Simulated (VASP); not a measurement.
# ZrIn26As27 (a cell with a defect) in VASP: electric field gradients with PBE

Aim: the electric field gradients of ZrIn26As27 (a cell with a defect) with PBE.

Program: VASP 6.6.1. These are calculated values, not measurements. Logs are shortened: lines on timing, memory, paths and dates and some standing lists are left out, and cuts for length are marked.

## 1. The cell of the first run

The cell holds a defect, 54 atoms: a = 12.804 Å, b = 12.804 Å, c = 12.804 Å, α = 60.00°, β = 60.00°, γ = 60.00°.

## 2. Electric field gradients, PBE

File INCAR:

```
  PREC = Accurate
  ENCUT = 520
  EDIFF = 1E-8
  ISMEAR = -1
  SIGMA = 0.01
  LREAL = Auto
  LASPH = T
  NELM = 100
  ALGO = Normal
  ISIF = 2
  LWAVE = F
  LCHARG = F
  GGA = PE
  LEFG = T
  NELECT = 484.0
  NBANDS = 276
  LUSENCCL = F
```

File KPOINTS:

```
Automatic mesh
0
Gamma
  2 2 2
```

File POSCAR:

```
ZrIn26As27
1.0
    0.0000000000      9.0540000000      9.0540000000
    9.0540000000      0.0000000000      9.0540000000
    9.0540000000      9.0540000000      0.0000000000
Zr In As
1 26 27
Direct
    0.0000000000      0.0000000000      0.0000000000
    0.0000000000      0.0000000000      0.3333333333
    0.0000000000      0.0000000000      0.6666666667
    0.0000000000      0.3333333333      0.0000000000
    0.0000000000      0.3333333333      0.3333333333
    0.0000000000      0.3333333333      0.6666666667
    0.0000000000      0.6666666667      0.0000000000
    0.0000000000      0.6666666667      0.3333333333
    0.0000000000      0.6666666667      0.6666666667
    0.3333333333      0.0000000000      0.0000000000
    0.3333333333      0.0000000000      0.3333333333
    0.3333333333      0.0000000000      0.6666666667
    0.3333333333      0.3333333333      0.0000000000
    0.3333333333      0.3333333333      0.3333333333
    0.3333333333      0.3333333333      0.6666666667
    0.3333333333      0.6666666667      0.0000000000
    0.3333333333      0.6666666667      0.3333333333
    0.3333333333      0.6666666667      0.6666666667
    0.6666666667      0.0000000000      0.0000000000
    0.6666666667      0.0000000000      0.3333333333
    0.6666666667      0.0000000000      0.6666666667
    0.6666666667      0.3333333333      0.0000000000
    0.6666666667      0.3333333333      0.3333333333
    0.6666666667      0.3333333333      0.6666666667
    0.6666666667      0.6666666667      0.0000000000
    0.6666666667      0.6666666667      0.3333333333
    0.6666666667      0.6666666667      0.6666666667
    0.0833333333      0.0833333333      0.0833333333
    0.0833333333      0.0833333333      0.4166666667
    0.0833333333      0.0833333333      0.7500000000
    0.0833333333      0.4166666667      0.0833333333
    0.0833333333      0.4166666667      0.4166666667
    0.0833333333      0.4166666667      0.7500000000
    0.0833333333      0.7500000000      0.0833333333
    0.0833333333      0.7500000000      0.4166666667
    0.0833333333      0.7500000000      0.7500000000
    0.4166666667      0.0833333333      0.0833333333
    0.4166666667      0.0833333333      0.4166666667
    0.4166666667      0.0833333333      0.7500000000
    0.4166666667      0.4166666667      0.0833333333
    0.4166666667      0.4166666667      0.4166666667
    0.4166666667      0.4166666667      0.7500000000
    0.4166666667      0.7500000000      0.0833333333
    0.4166666667      0.7500000000      0.4166666667
    0.4166666667      0.7500000000      0.7500000000
    0.7500000000      0.0833333333      0.0833333333
    0.7500000000      0.0833333333      0.4166666667
    0.7500000000      0.0833333333      0.7500000000
    0.7500000000      0.4166666667      0.0833333333
    0.7500000000      0.4166666667      0.4166666667
    0.7500000000      0.4166666667      0.7500000000
    0.7500000000      0.7500000000      0.0833333333
    0.7500000000      0.7500000000      0.4166666667
    0.7500000000      0.7500000000      0.7500000000
```

Potentials or basis: VASP PAW PBE potentials, release 64 (Zr_sv, In_d, As).

Started as:

```console
> cat potpaw_PBE.64/Zr_sv/POTCAR potpaw_PBE.64/In_d/POTCAR potpaw_PBE.64/As/POTCAR > POTCAR
> mpirun -np 1 vasp_std > vasp.out
```

OUTCAR:

```text
PREC = Accurate
   ENCUT = 520
   EDIFF = 1E-8
   ISMEAR = -1
   LREAL = Auto
   LASPH = T
   NELM = 100
   ISIF = 2
   GGA = PE
   NELECT = 484.0

 ion  position               nearest neighbor table
   1  0.000  0.000  0.000-  28 2.61  30 2.61  34 2.61  46 2.61
   2  0.000  0.000  0.333-  28 2.61  29 2.61  35 2.61  47 2.61
   3  0.000  0.000  0.667-  30 2.61  29 2.61  36 2.61  48 2.61
   4  0.000  0.333  0.000-  28 2.61  31 2.61  33 2.61  49 2.61
   5  0.000  0.333  0.333-  50 2.61  31 2.61  29 2.61  32 2.61
   6  0.000  0.333  0.667-  30 2.61  32 2.61  33 2.61  51 2.61
[... 46 lines left out ...]
  53  0.750  0.750  0.417-   8 2.61  20 2.61  26 2.61  27 2.61
  54  0.750  0.750  0.750-  27 2.61  21 2.61  25 2.61   9 2.61

  LATTYP: Found a face centered cubic cell.
 ALAT       =    18.1080000000

  Lattice vectors:

 A1 = (   0.0000000000,   9.0540000000,   9.0540000000)
 A2 = (   9.0540000000,   0.0000000000,   9.0540000000)
 A3 = (   9.0540000000,   9.0540000000,   0.0000000000)

Analysis of symmetry for initial positions (statically):
=====================================================================
 Subroutine PRICEL returns:
 Original cell was already a primitive cell.

 Routine SETGRP: Setting up the symmetry group for a
 face centered cubic supercell.

 Subroutine GETGRP returns: Found 24 space group operations
 (whereof 24 operations were pure point group operations)
 out of a pool of 48 trial point group operations.

The static configuration has the point symmetry T_d .

Analysis of symmetry for dynamics (positions and initial velocities):
=====================================================================
 Subroutine PRICEL returns:
 Original cell was already a primitive cell.

 Routine SETGRP: Setting up the symmetry group for a
 face centered cubic supercell.

 Subroutine GETGRP returns: Found 24 space group operations
 (whereof 24 operations were pure point group operations)
 out of a pool of 48 trial point group operations.

The dynamic configuration has the point symmetry T_d .

 Subroutine INISYM returns: Found 24 space group operations
 (whereof 24 operations are pure point group operations),
 and found     1 'primitive' translations

----------------------------------------------------------------------------------------

                                     Primitive cell

  volume of cell :    1484.4018

  direct lattice vectors                    reciprocal lattice vectors
     0.000000000  9.054000000  9.054000000    -0.055224210  0.055224210  0.055224210
     9.054000000  0.000000000  9.054000000     0.055224210 -0.055224210  0.055224210
     9.054000000  9.054000000  0.000000000     0.055224210  0.055224210 -0.055224210

  length of vectors
    12.804289594 12.804289594 12.804289594     0.095651138  0.095651138  0.095651138

  position of ions in fractional coordinates (direct lattice)
     0.000000000  0.000000000  0.000000000
     0.000000000  0.000000000  0.333333333
     0.000000000  0.000000000  0.666666667
     0.000000000  0.333333333  0.000000000
     0.000000000  0.333333333  0.333333333
     0.000000000  0.333333333  0.666666667
[... 46 lines left out ...]
     0.750000000  0.750000000  0.416666667
     0.750000000  0.750000000  0.750000000

  ion indices of the primitive-cell ions
   primitive index   ion index
                 1           1
                 2           2
                 3           3
                 4           4
                 5           5
                 6           6
[... 46 lines left out ...]
                53          53
                54          54

----------------------------------------------------------------------------------------

 KPOINTS: Automatic mesh
[... 52 lines left out ...]
   ISIF   =      2    stress and relaxation
   ISYM   =      2    0-nonsym 1-usesym 2-fastsym
   POTIM  = 0.5000    time-step for ionic-motion
   TEBEG  =    0.0;   TEEND  =   0.0 temperature during run
   PSTRESS=    0.0 pullay stress
   NELECT =     484.0000    total number of electrons
   NUPDOWN=      -1.0000    fix difference up-down
   EMIN   =  10.00;   EMAX   =-10.00  energy-range for DOS
   EFERMI =   0.00;   METHOD = LEGACY
   ISMEAR =    -1;   SIGMA  =   0.01  broadening in eV -4-tet -1-fermi 0-gaus
   EFERMI_NEDOS =   21; number of points for ismear=-14 and -15
   IALGO  =     38    algorithm
   IMIX   =      4    mixing-type and parameters
     AMIX     =   0.40;   BMIX     =  1.00
     AMIX_MAG =   1.60;   BMIX_MAG =  1.00
  volume/ion in A,a.u.               =      27.49       185.50
  Fermi-wavevector in a.u.,A,eV,Ry     =   1.126781  2.129307 17.274434  1.269635
  Thomas-Fermi vector in A             =   2.263464
   LORBIT       =      0    0 simple, 1 ext, 2 COOP (PROOUT), +10 PAW based schemes
   GGA     = PE    functional components
   LHFCALC =     F    Hartree Fock is set to
   AEXX    =    0.0000 exact exchange contribution
   IVDW    =     0    specifies the selected vdW correction
   LEPSILON=     F    determine dielectric tensor
   LRPA    =     F    only Hartree local field effects (RPA)
 non-spin polarized calculation
  energy-cutoff  :      520.00
  volume of cell :     1484.40
 maximum number of plane-waves:     40026
 NGX is ok and might be reduce to    96
   NGX = 47   NGY = 47   NGZ = 47

 number of electron     483.9999765 magnetization

 Free energy of the ion-electron system (eV)
  ---------------------------------------------------
  ext. energy  EPLUGINS =         0.00000000
  ---------------------------------------------------
  free energy    TOTEN  =      -217.47444621 eV

  energy without entropy =     -217.46910007  energy(sigma->0) =     -217.47177314

 E-fermi :   4.5102     XC(G=0):  -9.1059

 val. band max:        4.5074766338   @ k =   0.0000   0.0000   0.0000
 cond. band min:       5.2522618231   @ k =   0.0000   0.0000   0.0000
 fundamental gap:      0.7447851893
 Fermi energy:         4.5101729144

 k-point     1 :       0.0000    0.0000    0.0000
  band No.  band energies     occupation
      1     -45.0738      2.00000
      2     -23.1243      2.00000
      3     -23.1243      2.00000
      4     -23.1243      2.00000
      5     -10.0302      2.00000
      6     -10.0097      2.00000
[... 760 lines left out ...]
    253       6.8258      0.00000
    254       6.8469      0.00000
 [bands above 254 left out]

------------------------ aborting loop because EDIFF is reached ----------------------------------------

  FORCE on cell =-STRESS in cart. coord.  units (eV):
  Direction    XX          YY          ZZ          XY          YZ          ZX
  --------------------------------------------------------------------------------------
  -------------------------------------------------------------------------------------
  Total       31.4025412     31.4025412     31.4025412      0.0000000      0.0000000      0.0000000
  in kB       33.8940847     33.8940847     33.8940847      0.0000000      0.0000000      0.0000000
  external PRESSURE =      33.8940847 kB  Pullay stress =       0.0000000 kB

 VOLUME and BASIS-vectors are now :
 -----------------------------------------------------------------------------
  energy-cutoff  :      520.00
  volume of cell :     1484.40
      direct lattice vectors                 reciprocal lattice vectors
     0.000000000  9.054000000  9.054000000    -0.055224210  0.055224210  0.055224210
     9.054000000  0.000000000  9.054000000     0.055224210 -0.055224210  0.055224210
     9.054000000  9.054000000  0.000000000     0.055224210  0.055224210 -0.055224210

 POSITION                                       TOTAL-FORCE (eV/Angst)
 -----------------------------------------------------------------------------------
      0.00000      0.00000      0.00000        -0.000000     -0.000000      0.000000
      3.01800      3.01800      0.00000         0.152256      0.152256     -0.207256
      6.03600      6.03600      0.00000        -0.152256     -0.152256     -0.207256
      3.01800      0.00000      3.01800         0.152256     -0.207256      0.152256
      6.03600      3.01800      3.01800         0.045448     -0.045448     -0.045448
      9.05400      6.03600      3.01800         0.207256     -0.152256      0.152256
[... 46 lines left out ...]
     10.56300     10.56300     13.58100        -0.041619     -0.041619      0.025434
     13.58100     13.58100     13.58100        -0.000000     -0.000000      0.000000
 -----------------------------------------------------------------------------------
    total drift:                               -0.000004     -0.000004     -0.000007

  FREE ENERGIE OF THE ION-ELECTRON SYSTEM (eV)
  ---------------------------------------------------
  free  energy   TOTEN  =      -217.4744462078 eV

  energy  without entropy=     -217.4691000747  energy(sigma->0) =     -217.47177314

 Electric field gradients (V/A^2)
---------------------------------------------------------------------
 ion       V_xx      V_yy      V_zz      V_xy      V_xz      V_yz
---------------------------------------------------------------------
   1      -0.000    -0.000     0.000    -0.001    -0.001    -0.001
   2       0.933     0.933    -1.866    17.601   -12.392   -12.392
   3       0.933     0.933    -1.866    17.601    12.391    12.391
   4       0.933    -1.866     0.933   -12.392    17.601   -12.392
   5       0.000    -0.000    -0.000     2.121     2.121    -2.121
   6      -1.866     0.933     0.933   -12.392    12.392   -17.600
[... 46 lines left out ...]
  53      -0.916    -0.916     1.832    -5.006    -3.983    -3.983
  54      -0.000    -0.000     0.000     0.000     0.000     0.000
---------------------------------------------------------------------

 Electric field gradients after diagonalization (V/A^2)
 (convention: |V_zz| > |V_xx| > |V_yy|)
----------------------------------------------------------------------
 ion       V_xx      V_yy      V_zz     asymmetry (V_yy - V_xx)/ V_zz
----------------------------------------------------------------------
   1       0.001     0.001    -0.001       0.000
   2     -16.667   -11.943    28.611       0.165
   3     -16.667   -11.943    28.610       0.165
   4     -16.667   -11.943    28.611       0.165
   5       2.121     2.121    -4.242       0.000
   6     -16.667   -11.943    28.610       0.165
[... 46 lines left out ...]
  53       4.793     4.090    -8.883       0.079
  54      -0.000    -0.000     0.000       0.000
----------------------------------------------------------------------

           NMR quadrupolar parameters

 Cq : quadrupolar parameter    Cq=e*Q*V_zz/h
 eta: asymmetry parameters     (V_yy - V_xx)/ V_zz
 Q  : nuclear electric quadrupole moment in mb (millibarn)
----------------------------------------------------------------------
 ion       Cq(MHz)       eta       Q (mb)
----------------------------------------------------------------------
   1      -0.000       0.000       1.000
   2       0.069       0.165       1.000
   3       0.069       0.165       1.000
   4       0.069       0.165       1.000
   5      -0.010       0.000       1.000
   6       0.069       0.165       1.000
[... 46 lines left out ...]
  53      -0.021       0.079       1.000
  54       0.000       0.000       1.000
----------------------------------------------------------------------
```

Run time: 6.1 min. Hardware: 1 × NVIDIA H100 80GB with 1 thread of AMD EPYC 7R13 (Zen 3), shared host; peak memory 2.5 GiB.

What came out:

```
Free energy                             : -217.4744 eV
Largest force                           : 0.387 eV/Å
Largest electric field gradient by atom : Zr +0.0; In +28.6, -4.2, -4.5, +2.4 (each value once); As -103.2, +20.7, -8.9, +0.8, -0.0 (each value once) V/Å²
```

Forces on the atoms (eV/Å):
```
Zr   0.000  0.000  0.000
In   0.152  0.152 -0.207
In  -0.152 -0.152 -0.207
In   0.152 -0.207  0.152
In   0.045 -0.045 -0.045
In   0.207 -0.152  0.152
In  -0.152 -0.207 -0.152
In   0.207  0.152 -0.152
In   0.045 -0.045 -0.045
In  -0.207  0.152  0.152
In  -0.045  0.045 -0.045
In  -0.152  0.207  0.152
In  -0.045 -0.045  0.045
In   0.045  0.045  0.045
In   0.000  0.000  0.043
In  -0.152  0.152  0.207
In   0.000  0.043  0.000
In  -0.043  0.000  0.000
In  -0.207 -0.152 -0.152
In   0.152  0.207 -0.152
In  -0.045  0.045 -0.045
In   0.152 -0.152  0.207
In   0.043  0.000  0.000
In   0.000 -0.043  0.000
In  -0.045 -0.045  0.045
In   0.000  0.000 -0.043
In   0.045  0.045  0.045
As  -0.223 -0.223 -0.223
As   0.000  0.000  0.058
As   0.223  0.223 -0.223
As   0.000  0.058  0.000
As  -0.058  0.000  0.000
As  -0.042  0.042 -0.025
As   0.223 -0.223  0.223
As  -0.042 -0.025  0.042
As   0.025  0.042  0.042
As   0.058  0.000  0.000
As   0.000 -0.058  0.000
As   0.042 -0.042 -0.025
As   0.000  0.000 -0.058
As  -0.009 -0.009 -0.009
As   0.009  0.009 -0.009
As   0.042 -0.025 -0.042
As   0.009 -0.009  0.009
As   0.025 -0.042 -0.042
As  -0.223  0.223  0.223
As  -0.025 -0.042  0.042
As   0.042  0.025  0.042
As  -0.025  0.042 -0.042
As  -0.009  0.009  0.009
As  -0.042  0.025 -0.042
As   0.042  0.042  0.025
As  -0.042 -0.042  0.025
As   0.000  0.000  0.000
```

Levels at points of the mesh, in eV from the Fermi level:
```
           k point  band 238  band 239  band 240  band 241  band 242  band 243  band 244  band 245  band 246  band 247
(0.00, 0.00, 0.00)     -0.66     -0.66     -0.01     -0.01     -0.01      0.00      0.74      0.74      1.20      1.20
(0.50, 0.00, 0.00)     -0.92     -0.42     -0.42     -0.21     -0.21      0.89      0.89      0.95      1.22      1.43
(0.50, 0.50, 0.00)     -0.71     -0.45     -0.45     -0.45     -0.38      0.75      1.14      1.18      1.67      1.67
```

Electric field gradients, principal values (V/Å²):
| atom | least | middle | greatest (by size) |
| --- | --- | --- | --- |
| 1 Zr | -0.001 | 0.001 | 0.001 |
| 2 In | -11.943 | -16.667 | 28.611 |
| 3 In | -11.943 | -16.667 | 28.610 |
| 4 In | -11.943 | -16.667 | 28.611 |
| 5 In | 2.121 | 2.121 | -4.242 |
| 6 In | -11.943 | -16.667 | 28.610 |
| 7 In | -11.943 | -16.667 | 28.610 |
| 8 In | -11.943 | -16.667 | 28.610 |
| 9 In | 2.233 | 2.233 | -4.467 |
| 10 In | -11.943 | -16.667 | 28.611 |
| 11 In | 2.121 | 2.121 | -4.242 |
| 12 In | -11.943 | -16.667 | 28.610 |
| 13 In | 2.121 | 2.121 | -4.242 |
| 14 In | 2.121 | 2.121 | -4.242 |
| 15 In | -0.106 | -2.289 | 2.395 |
| 16 In | -11.943 | -16.667 | 28.610 |
| 17 In | -0.106 | -2.289 | 2.395 |
| 18 In | -0.106 | -2.289 | 2.395 |
| 19 In | -11.943 | -16.667 | 28.610 |
| 20 In | -11.943 | -16.667 | 28.610 |
| 21 In | 2.233 | 2.233 | -4.467 |
| 22 In | -11.943 | -16.667 | 28.610 |
| 23 In | -0.106 | -2.289 | 2.395 |
| 24 In | -0.106 | -2.289 | 2.395 |
| 25 In | 2.233 | 2.233 | -4.467 |
| 26 In | -0.106 | -2.289 | 2.395 |
| 27 In | 2.233 | 2.233 | -4.467 |
| 28 As | 51.589 | 51.589 | -103.179 |
| 29 As | -6.638 | -14.050 | 20.688 |
| 30 As | 51.589 | 51.590 | -103.179 |
| 31 As | -6.638 | -14.050 | 20.688 |
| 32 As | -6.638 | -14.050 | 20.688 |
| 33 As | 4.090 | 4.794 | -8.884 |
| 34 As | 51.589 | 51.590 | -103.179 |
| 35 As | 4.090 | 4.794 | -8.884 |
| 36 As | 4.090 | 4.794 | -8.884 |
| 37 As | -6.638 | -14.050 | 20.688 |
| 38 As | -6.638 | -14.050 | 20.688 |
| 39 As | 4.090 | 4.794 | -8.884 |
| 40 As | -6.638 | -14.050 | 20.688 |
| 41 As | -0.388 | -0.388 | 0.775 |
| 42 As | -0.387 | -0.388 | 0.775 |
| 43 As | 4.090 | 4.794 | -8.884 |
| 44 As | -0.387 | -0.388 | 0.775 |
| 45 As | 4.090 | 4.793 | -8.883 |
| 46 As | 51.589 | 51.590 | -103.179 |
| 47 As | 4.090 | 4.794 | -8.884 |
| 48 As | 4.090 | 4.794 | -8.884 |
| 49 As | 4.090 | 4.794 | -8.884 |
| 50 As | -0.387 | -0.388 | 0.775 |
| 51 As | 4.090 | 4.793 | -8.883 |
| 52 As | 4.090 | 4.794 | -8.884 |
| 53 As | 4.090 | 4.793 | -8.883 |
| 54 As | 0.000 | 0.000 | 0.000 |

Caveat: the cell carries a net charge on a neutralising background, which shifts energy and pressure; the cell is charged against a uniform background, so pressure and absolute levels hang on convention; without QUAD_EFG the Cq values of the log hold for a quadrupole moment of 1 mb, not for the nuclei; spin-orbit coupling is left out, which moves the levels of the heavy elements.
